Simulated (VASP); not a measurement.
# Rh (Fm-3m) in VASP: a series of runs

The runs below take Rh through single point, with PBE.

All numbers are computed with VASP 6.6.1; they aren't measurements. Logs are shortened: lines on timing, memory, paths and dates and some standing lists are left out, and cuts for length are marked.

**1. The cell of the first run**

Symmetry: Fm-3m, No. 225, cubic system. The conventional cell has a = 3.796 Å, b = 3.796 Å, c = 3.796 Å, α = 90.00°, β = 90.00°, γ = 90.00°. Rh (site symmetry m-3m) has 12 Rh at 2.68 Å within 3.5 Å.

**2. Single point, PBE**

INCAR reads:

```
SYSTEM = Rh
PREC = Accurate ; ENCUT = 500
EDIFF = 1E-6 ; ISMEAR = 1
SIGMA = 0.01 ; LREAL = .FALSE.
LASPH = .TRUE. ; NELM = 120
ALGO = Normal ; ISIF = 2
LWAVE = .FALSE. ; LCHARG = .FALSE.
GGA = PE ; NBANDS = 14
GGA_COMPAT = .FALSE.
```

KPOINTS reads:

```
Automatic mesh
0
G
  4 4 4
  0 0 0
```

POSCAR reads:

```
Rh
1.0
    0.0000000000      1.8978500000      1.8978500000
    1.8978500000      0.0000000000      1.8978500000
    1.8978500000      1.8978500000      0.0000000000
Rh
1
Direct
    0.0000000000      0.0000000000      0.0000000000
```

Potentials or basis: VASP PAW PBE potentials, release 64 (Rh_pv).

On the command line:

```bash
cat potpaw_PBE.64/Rh_pv/POTCAR > POTCAR
mpirun -np 1 vasp_std > vasp.out
```

OUTCAR:

```text
SYSTEM = Rh
   PREC = Accurate
   ENCUT = 500
   EDIFF = 1E-6
   ISMEAR = 1
   LREAL = .FALSE.
   LASPH = .TRUE.
   NELM = 120
   ISIF = 2
   GGA = PE

 ion  position               nearest neighbor table
   1  0.000  0.000  0.000-

  LATTYP: Found a face centered cubic cell.
 ALAT       =     3.7957000000

  Lattice vectors:

 A1 = (   0.0000000000,   1.8978500000,   1.8978500000)
 A2 = (   1.8978500000,   0.0000000000,   1.8978500000)
 A3 = (   1.8978500000,   1.8978500000,   0.0000000000)

Analysis of symmetry for initial positions (statically):
=====================================================================
 Subroutine PRICEL returns:
 Original cell was already a primitive cell.

 Routine SETGRP: Setting up the symmetry group for a
 face centered cubic supercell.

 Subroutine GETGRP returns: Found 48 space group operations
 (whereof 48 operations were pure point group operations)
 out of a pool of 48 trial point group operations.

The static configuration has the point symmetry O_h .

Analysis of symmetry for dynamics (positions and initial velocities):
=====================================================================
 Subroutine PRICEL returns:
 Original cell was already a primitive cell.

 Routine SETGRP: Setting up the symmetry group for a
 face centered cubic supercell.

 Subroutine GETGRP returns: Found 48 space group operations
 (whereof 48 operations were pure point group operations)
 out of a pool of 48 trial point group operations.

The dynamic configuration has the point symmetry O_h .

 Subroutine INISYM returns: Found 48 space group operations
 (whereof 48 operations are pure point group operations),
 and found     1 'primitive' translations

----------------------------------------------------------------------------------------

                                     Primitive cell

  volume of cell :      13.6715

  direct lattice vectors                    reciprocal lattice vectors
     0.000000000  1.897850000  1.897850000    -0.263456016  0.263456016  0.263456016
     1.897850000  0.000000000  1.897850000     0.263456016 -0.263456016  0.263456016
     1.897850000  1.897850000  0.000000000     0.263456016  0.263456016 -0.263456016

  length of vectors
     2.683965209  2.683965209  2.683965209     0.456319205  0.456319205  0.456319205

  position of ions in fractional coordinates (direct lattice)
     0.000000000  0.000000000  0.000000000

  ion indices of the primitive-cell ions
   primitive index   ion index
                 1           1

----------------------------------------------------------------------------------------

 KPOINTS: Automatic mesh

Automatic generation of k-mesh.
 Grid dimensions read from file:
 generate k-points for:    4    4    4

 Generating k-lattice:

  Cartesian coordinates                     Fractional coordinates (reciprocal lattice)
    -0.065864004  0.065864004  0.065864004     0.250000000  0.000000000  0.000000000
     0.065864004 -0.065864004  0.065864004     0.000000000  0.250000000  0.000000000
     0.065864004  0.065864004 -0.065864004     0.000000000  0.000000000  0.250000000

  Length of vectors
     0.114079801  0.114079801  0.114079801

  Shift w.r.t. Gamma in fractional coordinates (k-lattice)
     0.000000000  0.000000000  0.000000000

 Subroutine IBZKPT returns following result:
 ===========================================

 Found      8 irreducible k-points:

 Following reciprocal coordinates:
            Coordinates               Weight
  0.000000  0.000000  0.000000      1.000000
  0.250000  0.000000  0.000000      8.000000
  0.500000  0.000000  0.000000      4.000000
  0.250000  0.250000  0.000000      6.000000
  0.500000  0.250000  0.000000     24.000000
 -0.250000  0.250000  0.000000     12.000000
  0.500000  0.500000  0.000000      3.000000
 -0.250000  0.500000  0.250000      6.000000
   k-points           NKPTS =      8   k-points in BZ     NKDIM =      8   number of bands    NBANDS=     14
   number of dos      NEDOS =    301   number of ions     NIONS =      1
   total plane-waves  NPLWV =   8000
   dimension x,y,z NGX =    20 NGY =   20 NGZ =   20
   dimension x,y,z NGXF=    40 NGYF=   40 NGZF=   40
   ions per type =               1
   NGX,Y,Z   is equivalent  to a cutoff of  12.39, 12.39, 12.39 a.u.
   NGXF,Y,Z  is equivalent  to a cutoff of  24.78, 24.78, 24.78 a.u.
 SYSTEM =  Rh
   PREC   = accura    normal or accurate (medium, high low for compatibility)
   ISTART =      0    job   : 0-new  1-cont  2-samecut
   ICHARG =      2    charge: 1-file 2-atom 10-const
   ISPIN  =      1    spin polarized calculation?
   LNONCOLLINEAR =      F non collinear calculations
   LSORBIT =      F    spin-orbit coupling
   LASPH  =      T    aspherical Exc in radial PAW
   ENCUT  =  500.0 eV  36.75 Ry    6.06 a.u.   4.89  4.89  4.89*2*pi/ulx,y,z
   NELM   =    120;   NELMIN=  2; NELMDL= -5     # of ELM steps
   EDIFF  = 0.1E-05   stopping-criterion for ELM
   LREAL  =      F    real-space projection
   EDIFFG = 0.1E-04   stopping-criterion for IOM
   NSW    =      0    number of steps for IOM
   IBRION =     -1    ionic relax: 0-MD 1-quasi-New 2-CG
   NFREE  =      0    steps in history (QN), initial steepest desc. (CG)
   ISIF   =      2    stress and relaxation
   ISYM   =      2    0-nonsym 1-usesym 2-fastsym
   POTIM  = 0.5000    time-step for ionic-motion
   TEBEG  =    0.0;   TEEND  =   0.0 temperature during run
   PSTRESS=    0.0 pullay stress
   NELECT =      15.0000    total number of electrons
   NUPDOWN=      -1.0000    fix difference up-down
   EMIN   =  10.00;   EMAX   =-10.00  energy-range for DOS
   EFERMI =   0.00;   METHOD = LEGACY
   ISMEAR =     1;   SIGMA  =   0.01  broadening in eV -4-tet -1-fermi 0-gaus
   EFERMI_NEDOS =   21; number of points for ismear=-14 and -15
   IALGO  =     38    algorithm
   IMIX   =      4    mixing-type and parameters
     AMIX     =   0.40;   BMIX     =  1.00
     AMIX_MAG =   1.60;   BMIX_MAG =  1.00
  volume/ion in A,a.u.               =      13.67        92.26
  Fermi-wavevector in a.u.,A,eV,Ry     =   1.688496  3.190795 38.790465  2.851019
  Thomas-Fermi vector in A             =   2.770792
   LORBIT       =      0    0 simple, 1 ext, 2 COOP (PROOUT), +10 PAW based schemes
   GGA     = PE    functional components
   LHFCALC =     F    Hartree Fock is set to
   AEXX    =    0.0000 exact exchange contribution
   IVDW    =     0    specifies the selected vdW correction
   LEPSILON=     F    determine dielectric tensor
   LRPA    =     F    only Hartree local field effects (RPA)
 non-spin polarized calculation
 Methfessel and Paxton  Order N= 1 SIGMA  =   0.01
  energy-cutoff  :      500.00
  volume of cell :       13.67
 maximum number of plane-waves:       360
   NGX =  9   NGY =  9   NGZ =  9

 number of electron      15.0000007 magnetization

 Free energy of the ion-electron system (eV)
  ---------------------------------------------------
  ext. energy  EPLUGINS =         0.00000000
  ---------------------------------------------------
  free energy    TOTEN  =        -7.69181307 eV

  energy without entropy =       -7.69181307  energy(sigma->0) =       -7.69181307

 E-fermi :  11.9686     XC(G=0): -14.0523

 val. band max:       11.7853735984   @ k =   0.2500   0.2500   0.0000
 cond. band min:      12.6045137837   @ k =   0.5000   0.5000   0.0000
 fundamental gap:      0.8191401853
 Fermi energy:        11.9685601347

 k-point     1 :       0.0000    0.0000    0.0000
  band No.  band energies     occupation
      1     -34.3155      2.00000
      2     -34.3155      2.00000
      3     -34.3155      2.00000
      4       4.0121      2.00000
      5       8.9488      2.00000
      6       8.9488      2.00000
      7       8.9488      2.00000
      8      11.0543      2.00000
      9      11.0543      2.00000
     10      28.0199      0.00000
     11      32.6250      0.00000
     12      33.4918      0.00000
     13      33.4918      0.00000
     14      33.4918      0.00000

 k-point     2 :       0.2500    0.0000    0.0000
  band No.  band energies     occupation
      1     -34.6965      2.00000
      2     -34.3674      2.00000
      3     -34.3674      2.00000
      4       5.8148      2.00000
      5       8.8132      2.00000
      6       9.3110      2.00000
      7       9.3110      2.00000
      8      11.2193      2.00000
      9      11.2193      2.00000
     10      27.1657      0.00000
     11      29.6197      0.00000
     12      32.6253      0.00000
     13      36.5102      0.00000
     14      36.5102      0.00000

 k-point     3 :       0.5000    0.0000    0.0000
  band No.  band energies     occupation
      1     -35.0640      2.00000
      2     -34.4189      2.00000
      3     -34.4189      2.00000
      4       5.8742      2.00000
      5       8.8653      2.00000
      6       8.8653      2.00000
      7      12.6378      0.00000
      8      12.6378      0.00000
      9      12.7388      0.00000
     10      20.7420      0.00000
     11      27.5133      0.00000
     12      32.6262      0.00000
     13      33.3720      0.00000
     14      33.3720      0.00000
[... 52 lines left out ...]
 k-point     7 :       0.5000    0.5000    0.0000
  band No.  band energies     occupation
      1     -35.0199      2.00000
      2     -34.5901      2.00000
      3     -34.5901      2.00000
      4       5.6628      2.00000
      5       6.0501      2.00000
      6      12.6045      0.00000
      7      13.0625      0.00000
      8      13.0625      0.00000
      9      15.2912      0.00000
     10      24.3819      0.00000
     11      25.3700      0.00000
     12      25.3700      0.00000
     13      32.6179      0.00000
     14      35.1127      0.00000

 k-point     8 :      -0.2500    0.5000    0.2500
  band No.  band energies     occupation
      1     -34.8076      2.00000
      2     -34.8076      2.00000
      3     -34.5979      2.00000
      4       6.9735      2.00000
      5       8.2162      2.00000
      6       8.2162      2.00000
      7      10.8320      2.00000
      8      13.0659      0.00000
      9      21.7028      0.00000
     10      21.7028      0.00000
     11      23.3373      0.00000
     12      24.7552      0.00000
     13      32.6268      0.00000
     14      37.9774      0.00000

------------------------ aborting loop because EDIFF is reached ----------------------------------------

  FORCE on cell =-STRESS in cart. coord.  units (eV):
  Direction    XX          YY          ZZ          XY          YZ          ZX
  --------------------------------------------------------------------------------------
  -------------------------------------------------------------------------------------
  Total        0.0340303      0.0340303      0.0340303      0.0000000     -0.0000000     -0.0000000
  in kB        3.9880532      3.9880532      3.9880532      0.0000000     -0.0000000     -0.0000000
  external PRESSURE =       3.9880532 kB  Pullay stress =       0.0000000 kB

 VOLUME and BASIS-vectors are now :
 -----------------------------------------------------------------------------
  energy-cutoff  :      500.00
  volume of cell :       13.67
      direct lattice vectors                 reciprocal lattice vectors
     0.000000000  1.897850000  1.897850000    -0.263456016  0.263456016  0.263456016
     1.897850000  0.000000000  1.897850000     0.263456016 -0.263456016  0.263456016
     1.897850000  1.897850000  0.000000000     0.263456016  0.263456016 -0.263456016

 POSITION                                       TOTAL-FORCE (eV/Angst)
 -----------------------------------------------------------------------------------
      0.00000      0.00000      0.00000        -0.000000      0.000000      0.000000
 -----------------------------------------------------------------------------------
    total drift:                                0.000000      0.000000      0.000000

  FREE ENERGIE OF THE ION-ELECTRON SYSTEM (eV)
  ---------------------------------------------------
  free  energy   TOTEN  =        -7.6918130658 eV

  energy  without entropy=       -7.6918130658  energy(sigma->0) =       -7.69181307
```

It took 3.1 s on 1 thread of Intel Xeon Platinum 8375C at 2.90GHz (Ice Lake), shared host; peak memory 0.12 GiB.

Results:

- Free energy: -7.6918 eV
- Pressure: 0.4 GPa

Levels at points of the mesh, in eV from the Fermi level:
| k point | band 3 | band 4 | band 5 | band 6 | band 7 | band 8 | band 9 | band 10 | band 11 | band 12 |
| --- | --- | --- | --- | --- | --- | --- | --- | --- | --- | --- |
| (0.00, 0.00, 0.00) | -46.28 | -7.96 | -3.02 | -3.02 | -3.02 | -0.91 | -0.91 | 16.05 | 20.66 | 21.52 |
| (0.50, 0.00, 0.00) | -46.39 | -6.09 | -3.10 | -3.10 | 0.67 | 0.67 | 0.77 | 8.77 | 15.54 | 20.66 |
| (0.50, 0.50, 0.00) | -46.56 | -6.31 | -5.92 | 0.64 | 1.09 | 1.09 | 3.32 | 12.41 | 13.40 | 13.40 |

Caveat: the k points lie up to 0.72 Å⁻¹ apart.

**3. Single point, PBE**

INCAR reads:

```
SYSTEM = Rh
PREC = Accurate
ENCUT = 500
EDIFF = 1E-6
ISMEAR = 1
SIGMA = 0.01
LREAL = .FALSE.
LASPH = .TRUE.
NELM = 120
ALGO = Normal
ISIF = 2
LWAVE = .FALSE.
LCHARG = .TRUE.
GGA = PE
LELF = .TRUE.
LVHAR = .TRUE.
NBANDS = 14
GGA_COMPAT = .FALSE.
```

KPOINTS reads:

```
regular mesh
0
G
  5 5 5
  0 0 0
```

POSCAR is that of step 2.

Potentials or basis: VASP PAW PBE potentials, release 64 (Rh_pv).

On the command line:

```bash
cat potpaw_PBE.64/Rh_pv/POTCAR > POTCAR
mpirun -np 1 vasp_std > vasp.out
```

OUTCAR:

```text
SYSTEM = Rh
   PREC = Accurate
   ENCUT = 500
   EDIFF = 1E-6
   ISMEAR = 1
   LREAL = .FALSE.
   LASPH = .TRUE.
   NELM = 120
   ISIF = 2
   GGA = PE

 ion  position               nearest neighbor table
   1  0.000  0.000  0.000-

  LATTYP: Found a face centered cubic cell.
 ALAT       =     3.7957000000

  Lattice vectors:

 A1 = (   0.0000000000,   1.8978500000,   1.8978500000)
 A2 = (   1.8978500000,   0.0000000000,   1.8978500000)
 A3 = (   1.8978500000,   1.8978500000,   0.0000000000)

[... 332 lines left out ...]
     14      36.7412      0.00000

------------------------ aborting loop because EDIFF is reached ----------------------------------------

  FORCE on cell =-STRESS in cart. coord.  units (eV):
  Direction    XX          YY          ZZ          XY          YZ          ZX
  --------------------------------------------------------------------------------------
  -------------------------------------------------------------------------------------
  Total        0.8720026      0.8720026      0.8720026     -0.0000000     -0.0000000      0.0000000
  in kB      102.1910129    102.1910129    102.1910129     -0.0000000     -0.0000000      0.0000000
  external PRESSURE =     102.1910129 kB  Pullay stress =       0.0000000 kB

 VOLUME and BASIS-vectors are now :
 -----------------------------------------------------------------------------
  energy-cutoff  :      500.00
  volume of cell :       13.67
      direct lattice vectors                 reciprocal lattice vectors
     0.000000000  1.897850000  1.897850000    -0.263456016  0.263456016  0.263456016
     1.897850000  0.000000000  1.897850000     0.263456016 -0.263456016  0.263456016
     1.897850000  1.897850000  0.000000000     0.263456016  0.263456016 -0.263456016

 POSITION                                       TOTAL-FORCE (eV/Angst)
 -----------------------------------------------------------------------------------
      0.00000      0.00000      0.00000         0.000000      0.000000      0.000000
 -----------------------------------------------------------------------------------
    total drift:                                0.000000     -0.000000      0.000000

  FREE ENERGIE OF THE ION-ELECTRON SYSTEM (eV)
  ---------------------------------------------------
  free  energy   TOTEN  =        -7.0968950003 eV

  energy  without entropy=       -7.0965353966  energy(sigma->0) =       -7.09677513
```

OSZICAR:

```text
N       E                     dE             d eps       ncg     rms          rms(c)
DAV:   1     0.121202324188E+03    0.12120E+03   -0.85965E+03   280   0.111E+03
DAV:   2    -0.597913853868E+01   -0.12718E+03   -0.12211E+03   322   0.337E+02
DAV:   3    -0.754958879338E+01   -0.15705E+01   -0.15671E+01   328   0.408E+01
DAV:   4    -0.755483147965E+01   -0.52427E-02   -0.52425E-02   328   0.248E+00
DAV:   5    -0.755488069283E+01   -0.49213E-04   -0.49214E-04   334   0.210E-01    0.107E+01
DAV:   6    -0.712018547573E+01    0.43470E+00   -0.67061E-01   298   0.115E+01    0.409E+00
DAV:   7    -0.710028046551E+01    0.19905E-01   -0.43408E-02   310   0.216E+00    0.165E+00
DAV:   8    -0.709700861924E+01    0.32718E-02   -0.46032E-03   286   0.916E-01    0.138E-01
DAV:   9    -0.709689549807E+01    0.11312E-03   -0.14826E-04   328   0.172E-01    0.178E-02
DAV:  10    -0.709689500030E+01    0.49777E-06   -0.75012E-06   310   0.365E-02
   1 F= -.70968950E+01 E0= -.70967751E+01  d E =-.359604E-03
```

stdout:

```text
POSCAR found type information on POSCAR Rh
 POSCAR found :  1 types and       1 ions
 scaLAPACK will be used
 LDA part: xc-table for (Slater+PW92), standard interpolation
 POSCAR, INCAR and KPOINTS ok, starting setup
 FFT: planning ... GRIDC
 FFT: planning ... GRID_SOFT
 FFT: planning ... GRID
 WAVECAR not read
 entering main loop
```

It took 3.3 s on 1 thread of Intel Xeon Platinum 8375C at 2.90GHz (Ice Lake), shared host; peak memory 0.12 GiB.

Results:

```
Free energy : -7.0969 eV
Pressure    : 10.2 GPa
```

Caveat: the k points lie up to 0.57 Å⁻¹ apart.

**4. Single point, PBE**

INCAR reads:

```
PREC     = Accurate       # precision mode
ENCUT    = 500            # plane-wave cutoff, eV
EDIFF    = 1E-6           # SCF threshold, eV
ISMEAR   = 1              # smearing method
SIGMA    = 0.01           # smearing width, eV
LREAL    = F              # projectors in reciprocal space
LASPH    = T              # aspherical terms in the spheres
NELM     = 120            # most SCF steps
ALGO     = Normal         # electronic algorithm
ISIF     = 2              # what is computed and relaxed
LWAVE    = F              # write WAVECAR
LCHARG   = F              # write CHGCAR
GGA      = PE             # functional
NBANDS   = 14             # bands
GGA_COMPAT= F
```

KPOINTS reads:

```
Automatic mesh
0
Gamma
  6 6 6
```

POSCAR is that of step 3.

On the command line:

```bash
cat potpaw_PBE.64/Rh_pv/POTCAR > POTCAR
mpirun -np 1 vasp_std > vasp.out
```

Run time: 4.8 s. Hardware: 1 thread of Intel Xeon Platinum 8375C at 2.90GHz (Ice Lake), shared host; peak memory 0.12 GiB.

The run converged. Its results:

- Free energy: -7.1644 eV
- Pressure: 9.0 GPa

Levels at points of the mesh, in eV from the Fermi level:
| k point | band 5 | band 6 | band 7 | band 8 | band 9 | band 10 |
| --- | --- | --- | --- | --- | --- | --- |
| (0.00, 0.00, 0.00) | -2.96 | -2.96 | -2.96 | -0.87 | -0.87 | 16.14 |
| (0.50, 0.00, 0.00) | -3.05 | -3.05 | 0.72 | 0.72 | 0.86 | 8.84 |
| (0.50, 0.50, 0.00) | -5.85 | 0.68 | 1.14 | 1.14 | 3.41 | 12.48 |

Caveat: the k points lie up to 0.48 Å⁻¹ apart.

**5. The runs side by side**

```tsv
k mesh	gap on the mesh (eV)	pressure (GPa)
4 × 4 × 4	none	0.4
5 × 5 × 5	none	10.2
6 × 6 × 6	none	9.0
```

Alike in all rows: task single point; level PBE; potentials or basis VASP PAW PBE potentials, release 64 (Rh_pv); no spin polarisation; cell as given; cutoff (eV) 500; smearing methfessel-paxton 0.01 eV.

Caveats: all runs use coarse meshes.

Absolute energies hang on the potentials; compare differences alone.
